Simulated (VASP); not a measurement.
# MoS2 (Cmcm) in VASP: settings compared

Aim: see how the results for MoS2 move with the level of theory and the settings. Levels: PBE, r2SCAN. Tasks: single point.

All numbers are computed with VASP 6.6.1; they aren't measurements. Logs are shortened: lines on timing, memory, paths and dates and some standing lists are left out, and cuts for length are marked.

### 1 The cell of the first run

The structure is orthorhombic, space group Cmcm (No. 63). Conventional cell: a = 3.173 Å, b = 5.237 Å, c = 12.436 Å, α = 90.00°, β = 90.00°, γ = 90.00°. Mo (site symmetry m2m) has 6 S at 2.37 to 2.40 Å and 6 Mo at 3.06 to 3.17 Å within 3.2 Å. Within 3.2 Å of S (site symmetry m) lie 3 Mo at 2.37 to 2.40 Å and 7 S at 3.06 to 3.17 Å.

### 2 Single point, PBE (uniaxial y strain -4.7%)

Input file INCAR:

```
SYSTEM = MoS2
ALGO = Normal
EDIFF = 1E-7
ENCUT = 520
GGA = PE
ISIF = 2
ISMEAR = -1
LASPH = .TRUE.
LCHARG = .TRUE.
LELF = .TRUE.
LREAL = .FALSE.
LVHAR = .TRUE.
LWAVE = .FALSE.
NBANDS = 35
NELM = 80
PREC = Accurate
SIGMA = 0.02
```

Input file KPOINTS:

```
k-points
0
G
  12 12 2
  0 0 0
```

Input file POSCAR:

```
MoS2
1.0
    3.1730196207      0.0000000000      0.0000000000
   -1.5865098103      2.6184887735      0.0000000000
    0.0000000000      0.0000000000     12.4359100517
Mo S
2 4
Direct
    0.6658124584      0.3316249169      0.2500000000
    0.3341875416      0.6683750831      0.7500000000
    0.3294105107      0.6588210214      0.3769859583
    0.6705894893      0.3411789786      0.8769859583
    0.3294105107      0.6588210214      0.1230140417
    0.6705894893      0.3411789786      0.6230140417
```

Potentials or basis: VASP PAW PBE potentials, release 64 (Mo_sv, S).

Started as:

```bash
> cat potpaw_PBE.64/Mo_sv/POTCAR potpaw_PBE.64/S/POTCAR > POTCAR
> mpirun -np 1 vasp_std > vasp.out
```

OUTCAR:

```text
SYSTEM = MoS2
   EDIFF = 1E-7
   ENCUT = 520
   GGA = PE
   ISIF = 2
   ISMEAR = -1
   LASPH = .TRUE.
   LREAL = .FALSE.
   NELM = 80
   PREC = Accurate

 ion  position               nearest neighbor table
   1  0.666  0.332  0.250-   3 2.37   5 2.37   3 2.40   5 2.40   3 2.40   5 2.40
   2  0.334  0.668  0.750-   4 2.37   6 2.37   4 2.40   6 2.40   4 2.40   6 2.40
   3  0.329  0.659  0.377-   1 2.37   1 2.40   1 2.40
   4  0.671  0.341  0.877-   2 2.37   2 2.40   2 2.40
   5  0.329  0.659  0.123-   1 2.37   1 2.40   1 2.40
   6  0.671  0.341  0.623-   2 2.37   2 2.40   2 2.40

  Warning from LATTYP: Monoclinic adjustment (A1->A3, A2->A1, A3->A2)!
  LATTYP: Found a base centered orthorhombic cell.
 ALAT       =     3.1730196207
 B/A-ratio  =     1.6504712145
 C/A-ratio  =     3.9192666728

  Lattice vectors:

 A1 = (   1.5865098103,  -2.6184887735,   0.0000000000)
 A2 = (   1.5865098104,   2.6184887735,   0.0000000000)
 A3 = (   0.0000000000,   0.0000000000,  12.4359100517)

Analysis of symmetry for initial positions (statically):
=====================================================================
 Subroutine PRICEL returns:
 Original cell was already a primitive cell.

 Routine SETGRP: Setting up the symmetry group for a
 base centered orthorhombic supercell.

 Subroutine GETGRP returns: Found  8 space group operations
 (whereof  4 operations were pure point group operations)
 out of a pool of  8 trial point group operations.

The static configuration has the point symmetry C_2h.
 The point group associated with its full space group is D_2h.

Analysis of symmetry for dynamics (positions and initial velocities):
=====================================================================
 Subroutine PRICEL returns:
 Original cell was already a primitive cell.

 Routine SETGRP: Setting up the symmetry group for a
 base centered orthorhombic supercell.

 Subroutine GETGRP returns: Found  8 space group operations
 (whereof  4 operations were pure point group operations)
 out of a pool of  8 trial point group operations.

The dynamic configuration has the point symmetry C_2h.
 The point group associated with its full space group is D_2h.

 Subroutine INISYM returns: Found  8 space group operations
 (whereof  4 operations are pure point group operations),
 and found     1 'primitive' translations

----------------------------------------------------------------------------------------

                                     Primitive cell

  volume of cell :     103.3240

  direct lattice vectors                    reciprocal lattice vectors
     3.173019621  0.000000000  0.000000000     0.315157207  0.190949835  0.000000000
    -1.586509810  2.618488774  0.000000000     0.000000000  0.381899671  0.000000000
     0.000000000  0.000000000 12.435910052     0.000000000  0.000000000  0.080412290

  length of vectors
     3.173019621  3.061616703 12.435910052     0.368491390  0.381899671  0.080412290

  position of ions in fractional coordinates (direct lattice)
     0.665812458  0.331624917  0.250000000
     0.334187542  0.668375083  0.750000000
     0.329410511  0.658821021  0.376985958
     0.670589489  0.341178979  0.876985958
     0.329410511  0.658821021  0.123014042
     0.670589489  0.341178979  0.623014042

  ion indices of the primitive-cell ions
   primitive index   ion index
                 1           1
                 2           2
                 3           3
                 4           4
                 5           5
                 6           6

----------------------------------------------------------------------------------------

 KPOINTS: k-points

Automatic generation of k-mesh.
 Grid dimensions read from file:
 generate k-points for:   12   12    2

 Generating k-lattice:

  Cartesian coordinates                     Fractional coordinates (reciprocal lattice)
     0.026263101  0.015912486  0.000000000     0.083333333  0.000000000  0.000000000
     0.000000000  0.031824973  0.000000000     0.000000000  0.083333333  0.000000000
     0.000000000  0.000000000  0.040206145     0.000000000  0.000000000  0.500000000

  Length of vectors
     0.030707616  0.031824973  0.040206145

  Shift w.r.t. Gamma in fractional coordinates (k-lattice)
     0.000000000  0.000000000  0.000000000

 Subroutine IBZKPT returns following result:
 ===========================================

 Found     86 irreducible k-points:

 Following reciprocal coordinates:
            Coordinates               Weight
  0.000000  0.000000  0.000000      1.000000
  0.083333 -0.000000  0.000000      4.000000
  0.166667 -0.000000  0.000000      4.000000
  0.250000  0.000000  0.000000      4.000000
  0.333333  0.000000  0.000000      4.000000
  0.416667  0.000000  0.000000      4.000000
[... 16 lines left out ...]
  0.333333  0.166667  0.000000      4.000000
  0.416667  0.166667  0.000000      4.000000
 [... further k-points ...]
   k-points           NKPTS =     86   k-points in BZ     NKDIM =     86   number of bands    NBANDS=     35
   number of dos      NEDOS =    301   number of ions     NIONS =      6
   total plane-waves  NPLWV =  55296
   dimension x,y,z NGX =    24 NGY =   24 NGZ =   96
   dimension x,y,z NGXF=    48 NGYF=   48 NGZF=  192
   ions per type =               2   4
   NGX,Y,Z   is equivalent  to a cutoff of  12.57, 13.03, 12.83 a.u.
   NGXF,Y,Z  is equivalent  to a cutoff of  25.15, 26.06, 25.67 a.u.
 SYSTEM =  MoS2
   PREC   = accura    normal or accurate (medium, high low for compatibility)
   ISTART =      0    job   : 0-new  1-cont  2-samecut
   ICHARG =      2    charge: 1-file 2-atom 10-const
   ISPIN  =      1    spin polarized calculation?
   LNONCOLLINEAR =      F non collinear calculations
   LSORBIT =      F    spin-orbit coupling
   LASPH  =      T    aspherical Exc in radial PAW
   ENCUT  =  520.0 eV  38.22 Ry    6.18 a.u.   5.90  5.69 23.12*2*pi/ulx,y,z
   NELM   =     80;   NELMIN=  2; NELMDL= -5     # of ELM steps
   EDIFF  = 0.1E-06   stopping-criterion for ELM
   LREAL  =      F    real-space projection
   EDIFFG = 0.1E-05   stopping-criterion for IOM
   NSW    =      0    number of steps for IOM
   IBRION =     -1    ionic relax: 0-MD 1-quasi-New 2-CG
   NFREE  =      0    steps in history (QN), initial steepest desc. (CG)
   ISIF   =      2    stress and relaxation
   ISYM   =      2    0-nonsym 1-usesym 2-fastsym
   POTIM  = 0.5000    time-step for ionic-motion
   TEBEG  =    0.0;   TEEND  =   0.0 temperature during run
   PSTRESS=    0.0 pullay stress
   NELECT =      52.0000    total number of electrons
   NUPDOWN=      -1.0000    fix difference up-down
   EMIN   =  10.00;   EMAX   =-10.00  energy-range for DOS
   EFERMI =   0.00;   METHOD = LEGACY
   ISMEAR =    -1;   SIGMA  =   0.02  broadening in eV -4-tet -1-fermi 0-gaus
   EFERMI_NEDOS =   21; number of points for ismear=-14 and -15
   IALGO  =     38    algorithm
   IMIX   =      4    mixing-type and parameters
     AMIX     =   0.40;   BMIX     =  1.00
     AMIX_MAG =   1.60;   BMIX_MAG =  1.00
  volume/ion in A,a.u.               =      17.22       116.21
  Fermi-wavevector in a.u.,A,eV,Ry     =   1.302194  2.460789 23.071515  1.695708
  Thomas-Fermi vector in A             =   2.433278
   LORBIT       =      0    0 simple, 1 ext, 2 COOP (PROOUT), +10 PAW based schemes
   GGA     = PE    functional components
   LHFCALC =     F    Hartree Fock is set to
   AEXX    =    0.0000 exact exchange contribution
   IVDW    =     0    specifies the selected vdW correction
   LEPSILON=     F    determine dielectric tensor
   LRPA    =     F    only Hartree local field effects (RPA)
 non-spin polarized calculation
  energy-cutoff  :      520.00
  volume of cell :      103.32
 maximum number of plane-waves:      2804
   NGX = 11   NGY = 11   NGZ = 47

 number of electron      51.9999994 magnetization

 Free energy of the ion-electron system (eV)
  ---------------------------------------------------
  ext. energy  EPLUGINS =         0.00000000
  ---------------------------------------------------
  free energy    TOTEN  =       -43.39935898 eV

  energy without entropy =      -43.39935898  energy(sigma->0) =      -43.39935898

 E-fermi :   8.1470     XC(G=0): -10.9936

 val. band max:        7.7502599842   @ k =   0.0000   0.0000   0.0000
 cond. band min:       8.7546699037   @ k =   0.1667   0.1667   0.0000
 fundamental gap:      1.0044099195
 Fermi energy:         8.1470382309

 k-point     1 :       0.0000    0.0000    0.0000
  band No.  band energies     occupation
      1     -53.4894      2.00000
      2     -53.4894      2.00000
      3     -27.6937      2.00000
      4     -27.6936      2.00000
      5     -27.4165      2.00000
      6     -27.4165      2.00000
[... 27 lines left out ...]
     34      10.7450      0.00000
     35      13.9291      0.00000

 k-point     2 :       0.0833   -0.0000    0.0000
  band No.  band energies     occupation
      1     -53.4860      2.00000
      2     -53.4860      2.00000
      3     -27.6873      2.00000
      4     -27.6872      2.00000
      5     -27.4418      2.00000
      6     -27.4418      2.00000
[... 27 lines left out ...]
     34      10.5773      0.00000
     35      14.4277      0.00000

 k-point     3 :       0.1667   -0.0000    0.0000
  band No.  band energies     occupation
      1     -53.4768      2.00000
      2     -53.4768      2.00000
      3     -27.6698      2.00000
      4     -27.6697      2.00000
      5     -27.5216      2.00000
      6     -27.5216      2.00000
[... 27 lines left out ...]
     34      10.9861      0.00000
     35      15.3964      0.00000

 k-point     4 :       0.2500    0.0000    0.0000
  band No.  band energies     occupation
      1     -53.4641      2.00000
      2     -53.4641      2.00000
      3     -27.6458      2.00000
      4     -27.6457      2.00000
      5     -27.6376      2.00000
      6     -27.6376      2.00000
[... 27 lines left out ...]
     34      11.4556      0.00000
     35      15.5840      0.00000

 k-point     5 :       0.3333    0.0000    0.0000
  band No.  band energies     occupation
      1     -53.4514      2.00000
      2     -53.4514      2.00000
      3     -27.7541      2.00000
      4     -27.7541      2.00000
      5     -27.6217      2.00000
      6     -27.6216      2.00000
[... 638 lines left out ...]
 k-point    22 :       0.2500    0.1667    0.0000
  band No.  band energies     occupation
      1     -53.4430      2.00000
      2     -53.4430      2.00000
      3     -27.7622      2.00000
      4     -27.7621      2.00000
      5     -27.6078      2.00000
      6     -27.6078      2.00000
[... 27 lines left out ...]
     34      12.3537      0.00000
     35      14.9624      0.00000

 k-point    23 :       0.3333    0.1667    0.0000
  band No.  band energies     occupation
      1     -53.4359      2.00000
      2     -53.4359      2.00000
      3     -27.8182      2.00000
      4     -27.8182      2.00000
      5     -27.5938      2.00000
      6     -27.5938      2.00000
[... 27 lines left out ...]
     34      12.4524      0.00000
     35      14.0576      0.00000

 k-point    24 :       0.4167    0.1667    0.0000
  band No.  band energies     occupation
      1     -53.4343      2.00000
      2     -53.4343      2.00000
      3     -27.8292      2.00000
      4     -27.8292      2.00000
      5     -27.5900      2.00000
      6     -27.5900      2.00000
[... 27 lines left out ...]
     34      12.4609      0.00000
     35      13.9043      0.00000

 [... further k-points ...]
[... 5 lines left out ...]
  --------------------------------------------------------------------------------------
  -------------------------------------------------------------------------------------
  Total        3.2265423      8.9967955      2.5879822      0.0000000     -0.0000000      0.0000000
  in kB       50.0318886    139.5074445     40.1301531      0.0000000     -0.0000000      0.0000000
  external PRESSURE =      76.5564954 kB  Pullay stress =       0.0000000 kB

 VOLUME and BASIS-vectors are now :
 -----------------------------------------------------------------------------
  energy-cutoff  :      520.00
  volume of cell :      103.32
      direct lattice vectors                 reciprocal lattice vectors
     3.173019621  0.000000000  0.000000000     0.315157207  0.190949835  0.000000000
    -1.586509810  2.618488774  0.000000000     0.000000000  0.381899671  0.000000000
     0.000000000  0.000000000 12.435910052     0.000000000  0.000000000  0.080412290

 POSITION                                       TOTAL-FORCE (eV/Angst)
 -----------------------------------------------------------------------------------
      1.58651      0.86836      3.10898         0.000000      0.029953      0.000000
      0.00000      1.75013      9.32693        -0.000000     -0.029953      0.000000
      0.00000      1.72512      4.68816        -0.000000     -0.015239      0.119888
      1.58651      0.89337     10.90612         0.000000      0.015239      0.119888
      0.00000      1.72512      1.52979        -0.000000     -0.015239     -0.119888
      1.58651      0.89337      7.74775         0.000000      0.015239     -0.119888
 -----------------------------------------------------------------------------------
    total drift:                               -0.000000      0.000000     -0.000000

  FREE ENERGIE OF THE ION-ELECTRON SYSTEM (eV)
  ---------------------------------------------------
  free  energy   TOTEN  =       -43.3993589823 eV

  energy  without entropy=      -43.3993589823  energy(sigma->0) =      -43.39935898
```

It took 2.5 min on 1 thread of Intel Xeon 6975P-C (Granite Rapids), shared host; peak memory 0.38 GiB.

What came out:

| Item | Value |
| --- | --- |
| Free energy | -43.3994 eV |
| Pressure | 7.7 GPa |
| Largest force | 0.121 eV/Å |
| Band gap on the k mesh | 1.00 eV (least direct gap 1.90 eV) |

Forces on the atoms (eV/Å):
```
Mo   0.000  0.030  0.000
Mo   0.000 -0.030  0.000
S    0.000 -0.015  0.120
S    0.000  0.015  0.120
S    0.000 -0.015 -0.120
S    0.000  0.015 -0.120
```

Caveat: the cell differs from its parent crystal (uniaxial y strain -4.7%); the cell stands under pressure; this functional lacks dispersion, which binds the layers, so the pressure and a relaxed spacing across them are unreliable.

### 3 Single point, r2SCAN (uniaxial y strain -4.7%)

POSCAR is that of step 2.

Input file INCAR.step1:

```
PREC = Accurate ; ENCUT = 520
ISMEAR = 0 ; SIGMA = 0.01
LREAL = False ; LASPH = True
NELM = 100 ; NBANDS = 35
GGA = PE ; ALGO = Normal
EDIFF = 1E-4 ; LWAVE = True
LCHARG = False
```

Input file INCAR.step2:

```
PREC = Accurate ; ENCUT = 520
EDIFF = 1E-6 ; ISMEAR = 0
SIGMA = 0.01 ; LREAL = False
LASPH = True ; NELM = 100
ALGO = Normal ; ISIF = 2
LWAVE = False ; LCHARG = False
METAGGA = R2SCAN ; LMIXTAU = True
NBANDS = 35 ; ISTART = 1
```

Input file KPOINTS:

```
regular mesh
0
Gamma
  12 12 2
```

Potentials or basis: VASP PAW PBE potentials, release 64 (Mo_sv, S).

Started as:

```bash
> cat potpaw_PBE.64/Mo_sv/POTCAR potpaw_PBE.64/S/POTCAR > POTCAR
> cp INCAR.step1 INCAR
> mpirun -np 1 vasp_std > vasp.out
> cp INCAR.step2 INCAR
> mpirun -np 1 vasp_std > vasp.out
```

It took 6.2 min on 1 thread of Intel Xeon 6975P-C (Granite Rapids), shared host; peak memory 0.4 GiB.

It converged, with:

```
Free energy            : -89.8202 eV
Pressure               : 6.8 GPa
Largest force          : 0.051 eV/Å
Band gap on the k mesh : 1.12 eV (least direct gap 2.02 eV)
```

Forces on the atoms (eV/Å):
```
Mo   0.000 -0.003  0.000
Mo   0.000  0.003  0.000
S    0.000  0.001 -0.051
S    0.000 -0.001 -0.051
S    0.000  0.001  0.051
S    0.000 -0.001  0.051
```

Stress tensor (GPa, compression positive):
```
 4.67  0.00  0.00
 0.00 14.06  0.00
 0.00  0.00  1.67
```

Levels at points of the mesh, in eV from the valence-band top:
```tsv
k point	band 24	band 25	band 26	band 27	band 28	band 29
(0.00, 0.00, 0.00)	-1.35	-1.26	0.00	2.51	2.51	2.54
(0.50, 0.00, 0.00)	-1.32	-1.28	-1.11	2.10	2.13	2.61
(0.00, 0.50, 0.00)	-1.64	-1.07	-1.02	2.28	2.31	2.48
(0.00, 0.00, 0.50)	-1.76	-0.32	-0.32	2.50	2.50	2.62
(0.50, 0.00, 0.50)	-1.35	-1.20	-1.20	2.12	2.12	2.74
(0.00, 0.50, 0.50)	-1.75	-1.05	-1.05	2.29	2.29	2.70
```

Caveat: the cell differs from its parent crystal (uniaxial y strain -4.7%); the cell stands under pressure; the PAW data sets were made with another functional, which shifts forces and pressure a little.
